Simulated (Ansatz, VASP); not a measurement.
# Two plane-wave programs on BN

POSCAR

```
BN
1.0
    0.0000000000      1.8226843616      1.8226843616
    1.8226843616      0.0000000000      1.8226843616
    1.8226843616      1.8226843616      0.0000000000
B N
1 1
Direct
    0.0000000000      0.0000000000      0.0000000000
    0.7500000000      0.7500000000      0.7500000000
```

The input INCAR.step1:

```
SYSTEM = BN
PREC = Accurate ; ENCUT = 520
ISMEAR = 0 ; SIGMA = 0.02
LREAL = .False. ; LASPH = .True.
NELM = 60 ; NBANDS = 11
GGA = PE ; ALGO = Normal
EDIFF = 1E-4 ; LWAVE = .True.
LCHARG = .False.
```

File INCAR.step2:

```
SYSTEM = BN
PREC = Accurate ; ENCUT = 520
EDIFF = 1E-7 ; ISMEAR = 0
SIGMA = 0.02 ; LREAL = .False.
LASPH = .True. ; NELM = 60
ALGO = Normal ; ISIF = 2
LWAVE = .False. ; LCHARG = .False.
METAGGA = R2SCAN ; LMIXTAU = .True.
NBANDS = 11 ; ISTART = 1
```

KPOINTS

```
Automatic mesh
0
Gamma
  12 12 12
  0 0 0
```

Input for Ansatz:

```yaml
crystal:
  lattice:
    - [0.0, 1.8226843616, 1.8226843616]
    - [1.8226843616, 0.0, 1.8226843616]
    - [1.8226843616, 1.8226843616, 0.0]
  atoms:
    - { symbol: B, position: [0.0, 0.0, 0.0] }
    - { symbol: "N", position: [0.75, 0.75, 0.75] }
basis:
  ecutwfc: 500
kpoints:
  mp_grid: { grid: [12, 12, 12] }
hamiltonian:
  xc: r2scan
scf:
  occupations: { method: gaussian, width: 0.02 }
output:
  forces: true
  stress: true
  eigenvalues: true
```

Alike in both runs: task single point; functional r2SCAN; k mesh 12 × 12 × 12; occupations gaussian, width 0.02 eV; no spin polarisation.

|  | VASP | Ansatz |
| --- | --- | --- |
| version | VASP 6.6.1 | Ansatz 0.2.0 |
| potentials or method | VASP PAW PBE potentials, release 64 (B, N), cutoff 520 eV | scalar-relativistic, plane waves, PAW |
| valence electrons in the cell | 8 | 8 |

|  | VASP | Ansatz | Ansatz less VASP |
| --- | --- | --- | --- |
| gap on the k mesh at the Fermi level (eV) | 4.94 | 4.96 | +0.019 |
| least direct gap on the mesh (eV) | 9.40 | 9.44 | +0.036 |
| pressure (GPa) | -9.9 | -10.9 | -1.01 |

VASP's potentials were made for PBE, not for r2SCAN. The functional is the same, so the differences come from potentials, cutoffs and numerics.
